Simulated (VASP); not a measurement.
# Mg3CdTe4 (P-4m2) in VASP: a series of runs

The runs below take Mg3CdTe4 through single point, relaxation of cell and atoms, with PBE.

Program: VASP 6.6.1. These are calculated values, not measurements. Logs are shortened: lines on timing, memory, paths and dates and some standing lists are left out, and cuts for length are marked.

## 1. The cell of the first run

The structure is tetragonal, space group P-4m2 (No. 115). The conventional cell has a = 4.225 Å, b = 4.225 Å, c = 11.949 Å, α = 90.00°, β = 90.00°, γ = 90.00°. Mg (site symmetry -4m2) has 4 Te at 2.59 Å within 3.4 Å. Mg (site symmetry 2mm) has 4 Te at 2.59 Å within 3.4 Å. Cd (site symmetry -4m2) has 4 Te at 2.59 Å within 3.4 Å. Within 3.4 Å of Te (site symmetry 2mm) lie 2 Mg at 2.59 Å and 2 Cd at 2.59 Å. Within 3.4 Å of Te (site symmetry 2mm) lie 4 Mg at 2.59 Å.

## 2. Single point, PBE

The input, INCAR:

```
  PREC = Accurate
  ENCUT = 520
  EDIFF = 1E-6
  ISMEAR = 0
  SIGMA = 0.1
  LREAL = F
  LASPH = T
  NELM = 80
  ALGO = Normal
  ISIF = 2
  LWAVE = F
  LCHARG = T
  GGA = PE
  LELF = T
  LVHAR = T
  NBANDS = 31
```

The input, KPOINTS:

```
Automatic mesh
0
Gamma
  4 4 2
```

The input, POSCAR:

```
Mg3CdTe4
1.0
    4.2246341600      0.0000000000      0.0000000000
    0.0000000000      4.2246341600      0.0000000000
    0.0000000000      0.0000000000     11.9490698400
Mg Cd Te
3 1 4
Direct
    0.0000000000      0.0000000000      0.0000000000
    0.5000000000      0.5000000000      0.2500000000
    0.5000000000      0.5000000000      0.7500000000
    0.0000000000      0.0000000000      0.5000000000
    0.5000000000      0.0000000000      0.3750000000
    0.0000000000      0.5000000000      0.6250000000
    0.5000000000      0.0000000000      0.8750000000
    0.0000000000      0.5000000000      0.1250000000
```

Potentials or basis: VASP PAW PBE potentials, release 64 (Mg, Cd, Te).

The run is started by

```
$ cat potpaw_PBE.64/Mg/POTCAR potpaw_PBE.64/Cd/POTCAR potpaw_PBE.64/Te/POTCAR > POTCAR
$ mpirun -np 1 vasp_std > vasp.out
```

OUTCAR:

```text
PREC = Accurate
   ENCUT = 520
   EDIFF = 1E-6
   ISMEAR = 0
   LREAL = F
   LASPH = T
   NELM = 80
   ISIF = 2
   GGA = PE

 ion  position               nearest neighbor table
   1  0.000  0.000  0.000-   7 2.59   8 2.59   8 2.59   7 2.59
   2  0.500  0.500  0.250-   5 2.59   8 2.59   5 2.59   8 2.59
   3  0.500  0.500  0.750-   6 2.59   7 2.59   7 2.59   6 2.59
   4  0.000  0.000  0.500-   5 2.59   6 2.59   6 2.59   5 2.59
   5  0.500  0.000  0.375-   2 2.59   4 2.59   2 2.59   4 2.59
   6  0.000  0.500  0.625-   3 2.59   4 2.59   4 2.59   3 2.59
   7  0.500  0.000  0.875-   1 2.59   3 2.59   3 2.59   1 2.59
   8  0.000  0.500  0.125-   1 2.59   2 2.59   1 2.59   2 2.59

  LATTYP: Found a simple tetragonal cell.
 ALAT       =     4.2246341600
 C/A-ratio  =     2.8284271223

  Lattice vectors:

 A1 = (   4.2246341600,   0.0000000000,   0.0000000000)
 A2 = (   0.0000000000,   4.2246341600,   0.0000000000)
 A3 = (   0.0000000000,   0.0000000000,  11.9490698400)

Analysis of symmetry for initial positions (statically):
=====================================================================
 Subroutine PRICEL returns:
 Original cell was already a primitive cell.

 Routine SETGRP: Setting up the symmetry group for a
 simple tetragonal supercell.

 Subroutine GETGRP returns: Found  8 space group operations
 (whereof  8 operations were pure point group operations)
 out of a pool of 16 trial point group operations.

The static configuration has the point symmetry D_2d.

Analysis of symmetry for dynamics (positions and initial velocities):
=====================================================================
 Subroutine PRICEL returns:
 Original cell was already a primitive cell.

 Routine SETGRP: Setting up the symmetry group for a
 simple tetragonal supercell.

 Subroutine GETGRP returns: Found  8 space group operations
 (whereof  8 operations were pure point group operations)
 out of a pool of 16 trial point group operations.

The dynamic configuration has the point symmetry D_2d.

 Subroutine INISYM returns: Found  8 space group operations
 (whereof  8 operations are pure point group operations),
 and found     1 'primitive' translations

----------------------------------------------------------------------------------------

                                     Primitive cell

  volume of cell :     213.2614

  direct lattice vectors                    reciprocal lattice vectors
     4.224634160  0.000000000  0.000000000     0.236706887  0.000000000  0.000000000
     0.000000000  4.224634160  0.000000000     0.000000000  0.236706887  0.000000000
     0.000000000  0.000000000 11.949069840     0.000000000  0.000000000  0.083688522

  length of vectors
     4.224634160  4.224634160 11.949069840     0.236706887  0.236706887  0.083688522

  position of ions in fractional coordinates (direct lattice)
     0.000000000  0.000000000  0.000000000
     0.500000000  0.500000000  0.250000000
     0.500000000  0.500000000  0.750000000
     0.000000000  0.000000000  0.500000000
     0.500000000  0.000000000  0.375000000
     0.000000000  0.500000000  0.625000000
     0.500000000  0.000000000  0.875000000
     0.000000000  0.500000000  0.125000000

  ion indices of the primitive-cell ions
   primitive index   ion index
                 1           1
                 2           2
                 3           3
                 4           4
                 5           5
                 6           6
                 7           7
                 8           8

----------------------------------------------------------------------------------------

 KPOINTS: Automatic mesh

Automatic generation of k-mesh.
 Grid dimensions read from file:
 generate k-points for:    4    4    2

 Generating k-lattice:

  Cartesian coordinates                     Fractional coordinates (reciprocal lattice)
     0.059176722  0.000000000  0.000000000     0.250000000  0.000000000  0.000000000
     0.000000000  0.059176722  0.000000000     0.000000000  0.250000000  0.000000000
     0.000000000  0.000000000  0.041844261     0.000000000  0.000000000  0.500000000

  Length of vectors
     0.059176722  0.059176722  0.041844261

  Shift w.r.t. Gamma in fractional coordinates (k-lattice)
     0.000000000  0.000000000  0.000000000

 Subroutine IBZKPT returns following result:
 ===========================================

 Found     12 irreducible k-points:

 Following reciprocal coordinates:
            Coordinates               Weight
  0.000000  0.000000  0.000000      1.000000
  0.250000  0.000000  0.000000      4.000000
  0.500000  0.000000  0.000000      2.000000
  0.250000  0.250000  0.000000      4.000000
  0.500000  0.250000  0.000000      4.000000
  0.500000  0.500000  0.000000      1.000000
  0.000000  0.000000  0.500000      1.000000
  0.250000  0.000000  0.500000      4.000000
  0.500000  0.000000  0.500000      2.000000
  0.250000  0.250000  0.500000      4.000000
  0.500000  0.250000  0.500000      4.000000
  0.500000  0.500000  0.500000      1.000000
   k-points           NKPTS =     12   k-points in BZ     NKDIM =     12   number of bands    NBANDS=     31
   number of dos      NEDOS =    301   number of ions     NIONS =      8
   total plane-waves  NPLWV =  92160
   dimension x,y,z NGX =    32 NGY =   32 NGZ =   90
   dimension x,y,z NGXF=    64 NGYF=   64 NGZF=  180
   ions per type =               3   1   4
   NGX,Y,Z   is equivalent  to a cutoff of  12.59, 12.59, 12.52 a.u.
   NGXF,Y,Z  is equivalent  to a cutoff of  25.18, 25.18, 25.04 a.u.
 SYSTEM =  unknown system
   PREC   = accura    normal or accurate (medium, high low for compatibility)
   ISTART =      0    job   : 0-new  1-cont  2-samecut
   ICHARG =      2    charge: 1-file 2-atom 10-const
   ISPIN  =      1    spin polarized calculation?
   LNONCOLLINEAR =      F non collinear calculations
   LSORBIT =      F    spin-orbit coupling
   LASPH  =      T    aspherical Exc in radial PAW
   ENCUT  =  520.0 eV  38.22 Ry    6.18 a.u.   7.86  7.86 22.22*2*pi/ulx,y,z
   NELM   =     80;   NELMIN=  2; NELMDL= -5     # of ELM steps
   EDIFF  = 0.1E-05   stopping-criterion for ELM
   LREAL  =      F    real-space projection
   EDIFFG = 0.1E-04   stopping-criterion for IOM
   NSW    =      0    number of steps for IOM
   IBRION =     -1    ionic relax: 0-MD 1-quasi-New 2-CG
   NFREE  =      0    steps in history (QN), initial steepest desc. (CG)
   ISIF   =      2    stress and relaxation
   ISYM   =      2    0-nonsym 1-usesym 2-fastsym
   POTIM  = 0.5000    time-step for ionic-motion
   TEBEG  =    0.0;   TEEND  =   0.0 temperature during run
   PSTRESS=    0.0 pullay stress
   NELECT =      42.0000    total number of electrons
   NUPDOWN=      -1.0000    fix difference up-down
   EMIN   =  10.00;   EMAX   =-10.00  energy-range for DOS
   EFERMI =   0.00;   METHOD = LEGACY
   ISMEAR =     0;   SIGMA  =   0.10  broadening in eV -4-tet -1-fermi 0-gaus
   EFERMI_NEDOS =   21; number of points for ismear=-14 and -15
   IALGO  =     38    algorithm
   IMIX   =      4    mixing-type and parameters
     AMIX     =   0.40;   BMIX     =  1.00
     AMIX_MAG =   1.60;   BMIX_MAG =  1.00
  volume/ion in A,a.u.               =      26.66       179.89
  Fermi-wavevector in a.u.,A,eV,Ry     =   0.952476  1.799918 12.343336  0.907210
  Thomas-Fermi vector in A             =   2.081042
   LORBIT       =      0    0 simple, 1 ext, 2 COOP (PROOUT), +10 PAW based schemes
   GGA     = PE    functional components
   LHFCALC =     F    Hartree Fock is set to
   AEXX    =    0.0000 exact exchange contribution
   IVDW    =     0    specifies the selected vdW correction
   LEPSILON=     F    determine dielectric tensor
   LRPA    =     F    only Hartree local field effects (RPA)
 non-spin polarized calculation
 Gauss-broadening in eV      SIGMA  =   0.10
  energy-cutoff  :      520.00
  volume of cell :      213.26
 maximum number of plane-waves:      5772
 NGX is ok and might be reduce to    32
   NGX = 15   NGY = 15   NGZ = 45

 number of electron      42.0000008 magnetization

 Free energy of the ion-electron system (eV)
  ---------------------------------------------------
  ext. energy  EPLUGINS =         0.00000000
  ---------------------------------------------------
  free energy    TOTEN  =       -21.16640583 eV

  energy without entropy =      -21.16640583  energy(sigma->0) =      -21.16640583

 E-fermi :   4.6403     XC(G=0):  -8.9954

 val. band max:        4.1646954973   @ k =   0.0000   0.0000   0.0000
 cond. band min:       6.3504034592   @ k =   0.5000   0.5000   0.0000
 fundamental gap:      2.1857079618
 Fermi energy:         4.6403095797

 k-point     1 :       0.0000    0.0000    0.0000
  band No.  band energies     occupation
      1      -7.5685      2.00000
      2      -7.0836      2.00000
      3      -6.9198      2.00000
      4      -6.2679      2.00000
      5      -4.4741      2.00000
      6      -4.4741      2.00000
[... 23 lines left out ...]
     30       9.4929      0.00000
     31       9.5030      0.00000

 k-point     2 :       0.2500    0.0000    0.0000
  band No.  band energies     occupation
      1      -7.3124      2.00000
      2      -6.9650      2.00000
      3      -6.7251      2.00000
      4      -6.2382      2.00000
      5      -4.4640      2.00000
      6      -4.3956      2.00000
[... 23 lines left out ...]
     30       9.8383      0.00000
     31      10.3092      0.00000

 k-point     3 :       0.5000    0.0000    0.0000
  band No.  band energies     occupation
      1      -6.9481      2.00000
      2      -6.8931      2.00000
      3      -6.3760      2.00000
      4      -6.3755      2.00000
      5      -4.4536      2.00000
      6      -4.2907      2.00000
[... 295 lines left out ...]
     30      10.9496      0.00000
     31      11.1415      0.00000

 k-point    12 :       0.5000    0.5000    0.5000
  band No.  band energies     occupation
      1      -6.6755      2.00000
      2      -6.6755      2.00000
      3      -6.0005      2.00000
      4      -6.0005      2.00000
      5      -4.3076      2.00000
      6      -4.3076      2.00000
[... 23 lines left out ...]
     30      12.4450      0.00000
     31      12.4450      0.00000

------------------------ aborting loop because EDIFF is reached ----------------------------------------

  FORCE on cell =-STRESS in cart. coord.  units (eV):
  Direction    XX          YY          ZZ          XY          YZ          ZX
  --------------------------------------------------------------------------------------
  -------------------------------------------------------------------------------------
  Total       22.8150792     22.8150792     22.2235627      0.0000000      0.0000000     -0.0000000
  in kB      171.4037228    171.4037228    166.9598140      0.0000000      0.0000000     -0.0000000
  external PRESSURE =     169.9224198 kB  Pullay stress =       0.0000000 kB

 VOLUME and BASIS-vectors are now :
 -----------------------------------------------------------------------------
  energy-cutoff  :      520.00
  volume of cell :      213.26
      direct lattice vectors                 reciprocal lattice vectors
     4.224634160  0.000000000  0.000000000     0.236706887  0.000000000  0.000000000
     0.000000000  4.224634160  0.000000000     0.000000000  0.236706887  0.000000000
     0.000000000  0.000000000 11.949069840     0.000000000  0.000000000  0.083688522

 POSITION                                       TOTAL-FORCE (eV/Angst)
 -----------------------------------------------------------------------------------
      0.00000      0.00000      0.00000         0.000000     -0.000000      0.000000
      2.11232      2.11232      2.98727         0.000000      0.000000      0.009340
      2.11232      2.11232      8.96180         0.000000     -0.000000     -0.009340
      0.00000      0.00000      5.97453         0.000000     -0.000000      0.000000
      2.11232      0.00000      4.48090         0.000000     -0.000000     -0.923070
      0.00000      2.11232      7.46817         0.000000     -0.000000      0.923070
      2.11232      0.00000     10.45544         0.000000     -0.000000     -0.015999
      0.00000      2.11232      1.49363         0.000000     -0.000000      0.015999
 -----------------------------------------------------------------------------------
    total drift:                               -0.000000      0.000000      0.000000

  FREE ENERGIE OF THE ION-ELECTRON SYSTEM (eV)
  ---------------------------------------------------
  free  energy   TOTEN  =       -21.1664058276 eV

  energy  without entropy=      -21.1664058276  energy(sigma->0) =      -21.16640583
```

Run time: 2.2 min. Hardware: 1 thread of Intel Xeon 8259CL, shared host; peak memory 0.33 GiB.

What came out:

| Item | Value |
| --- | --- |
| Free energy | -21.1664 eV |
| Pressure | 17.0 GPa |
| Largest force | 0.923 eV/Å |
| Band gap on the k mesh | 2.19 eV (least direct gap 2.24 eV) |

Forces in eV/Å, atoms in the order of the input:
```
Mg   0.000  0.000  0.000
Mg   0.000  0.000  0.009
Mg   0.000  0.000 -0.009
Cd   0.000  0.000  0.000
Te   0.000  0.000 -0.923
Te   0.000  0.000  0.923
Te   0.000  0.000 -0.016
Te   0.000  0.000  0.016
```

Caveat: the cell stands under pressure; spin-orbit coupling is left out, which moves the levels of the heavy elements. A k mesh can miss the band edges.

## 3. Single point, PBE

This run uses another cell than the first one, of 34.61 Å³/atom.

The input, INCAR:

```
ALGO     = Normal         # electronic algorithm
EDIFF    = 1E-7           # SCF threshold, eV
ENCUT    = 520            # plane-wave cutoff, eV
GGA      = PE             # functional
ISIF     = 2              # what is computed and relaxed
ISMEAR   = 0              # smearing method
LASPH    = T              # aspherical terms in the spheres
LCHARG   = T              # write CHGCAR
LELF     = T              # ELF
LREAL    = F              # projectors in reciprocal space
LVHAR    = T            
LWAVE    = F              # write WAVECAR
NBANDS   = 31             # bands
NELM     = 60             # most SCF steps
PREC     = Accurate       # precision mode
SIGMA    = 0.1            # smearing width, eV
```

The input, KPOINTS:

```
k-points
0
Gamma
  4 4 2
```

The input, POSCAR:

```
Mg3CdTe4
1.0
    4.6252241933      0.0000000000      0.0000000000
    0.0000000000      4.6252241933      0.0000000000
    0.0000000000      0.0000000000     12.9416865637
Mg Cd Te
3 1 4
Direct
    0.0000000000      0.0000000000      0.0000000000
    0.5000000000      0.5000000000      0.2479296904
    0.5000000000      0.5000000000      0.7520703096
    0.0000000000      0.0000000000      0.5000000000
    0.5000000000      0.0000000000      0.3709165228
    0.0000000000      0.5000000000      0.6290834772
    0.5000000000      0.0000000000      0.8760228558
    0.0000000000      0.5000000000      0.1239771442
```

Potentials or basis: VASP PAW PBE potentials, release 64 (Mg, Cd, Te).

The run is started by

```
$ cat potpaw_PBE.64/Mg/POTCAR potpaw_PBE.64/Cd/POTCAR potpaw_PBE.64/Te/POTCAR > POTCAR
$ mpirun -np 1 vasp_std > vasp.out
```

Run time: 2.9 min. Hardware: 1 thread of Intel Xeon 8259CL, shared host; peak memory 0.4 GiB.

The run converged. Its results:

```
Free energy            : -23.9646 eV
Pressure               : 0.4 GPa
Largest force          : 0.031 eV/Å
Band gap on the k mesh : 1.81 eV
```

Forces in eV/Å, atoms in the order of the input:
```
Mg   0.000  0.000  0.000
Mg   0.000  0.000 -0.005
Mg   0.000  0.000  0.005
Cd   0.000  0.000  0.000
Te   0.000  0.000 -0.031
Te   0.000  0.000  0.031
Te   0.000  0.000  0.000
Te   0.000  0.000  0.000
```

Levels at points of the mesh, in eV from the valence-band top:
| k point | band 19 | band 20 | band 21 | band 22 | band 23 | band 24 |
| --- | --- | --- | --- | --- | --- | --- |
| (0.00, 0.00, 0.00) | -0.02 | 0.00 | 0.00 | 1.81 | 2.80 | 3.23 |
| (0.50, 0.00, 0.00) | -0.53 | -0.45 | -0.34 | 2.45 | 3.02 | 3.90 |
| (0.50, 0.50, 0.00) | -1.31 | -1.31 | -1.29 | 2.79 | 2.79 | 2.93 |
| (0.00, 0.00, 0.50) | -0.42 | -0.14 | -0.14 | 2.51 | 3.01 | 3.02 |
| (0.50, 0.00, 0.50) | -0.64 | -0.59 | -0.34 | 2.82 | 3.55 | 3.56 |
| (0.50, 0.50, 0.50) | -1.47 | -1.44 | -1.44 | 3.35 | 3.35 | 3.38 |

Caveat: spin-orbit coupling is left out, which moves the levels of the heavy elements.

## 4. Single point, PBE

This run uses another cell than the first one, of 34.91 Å³/atom.

The input, INCAR:

```
PREC     = Accurate       # precision mode
ENCUT    = 520            # plane-wave cutoff, eV
EDIFF    = 1E-7           # SCF threshold, eV
ISMEAR   = 0              # smearing method
SIGMA    = 0.02           # smearing width, eV
LREAL    = F              # projectors in reciprocal space
LASPH    = T              # aspherical terms in the spheres
NELM     = 80             # most SCF steps
ALGO     = Normal         # electronic algorithm
ISIF     = 2              # what is computed and relaxed
LWAVE    = F              # write WAVECAR
LCHARG   = F              # write CHGCAR
GGA      = PE             # functional
NBANDS   = 31             # bands
```

The input, KPOINTS:

```
Automatic mesh
0
Gamma
  6 6 2
```

The input, POSCAR:

```
Mg3CdTe4
1.0
    4.6317993671      0.0000000000      0.0000000000
    0.0000000000      4.6317993671      0.0000000000
    0.0000000000      0.0000000000     13.0194969933
Mg Cd Te
3 1 4
Direct
    0.0000000000      0.0000000000      0.0000000000
    0.5000000000      0.5000000000      0.2478340323
    0.5000000000      0.5000000000      0.7521659677
    0.0000000000      0.0000000000      0.5000000000
    0.5000000000      0.0000000000      0.3709414477
    0.0000000000      0.5000000000      0.6290585523
    0.5000000000      0.0000000000      0.8760710720
    0.0000000000      0.5000000000      0.1239289280
```

The run is started by

```
$ cat potpaw_PBE.64/Mg/POTCAR potpaw_PBE.64/Cd/POTCAR potpaw_PBE.64/Te/POTCAR > POTCAR
$ mpirun -np 1 vasp_std > vasp.out
```

Wall time 4.6 min (1 thread of Intel Xeon 8259CL, shared host); peak memory 0.46 GiB.

The run converged. Its results:

| Quantity | Value |
| --- | --- |
| Free energy | -24.0087 eV |
| Pressure | 0.0 GPa |
| Largest force | 0.019 eV/Å |
| Band gap on the k mesh | 1.77 eV |

Forces in eV/Å, atoms in the order of the input:
```
Mg   0.000  0.000  0.000
Mg   0.000  0.000  0.000
Mg   0.000  0.000  0.000
Cd   0.000  0.000  0.000
Te   0.000  0.000 -0.019
Te   0.000  0.000  0.019
Te   0.000  0.000  0.000
Te   0.000  0.000  0.000
```

Levels at points of the mesh, in eV from the valence-band top:
```csv
k point,band 19,band 20,band 21,band 22,band 23,band 24
"(0.00, 0.00, 0.00)",-0.03,0.00,0.00,1.77,2.82,3.24
"(0.50, 0.00, 0.00)",-0.53,-0.46,-0.33,2.44,3.00,3.88
"(0.50, 0.50, 0.00)",-1.30,-1.30,-1.29,2.80,2.80,2.91
"(0.00, 0.00, 0.50)",-0.41,-0.14,-0.14,2.48,2.99,3.02
"(0.50, 0.00, 0.50)",-0.63,-0.58,-0.33,2.80,3.53,3.54
"(0.50, 0.50, 0.50)",-1.45,-1.43,-1.43,3.34,3.34,3.35
```

Caveat: spin-orbit coupling is left out, which moves the levels of the heavy elements.

(Continued in part 2 of 2.)
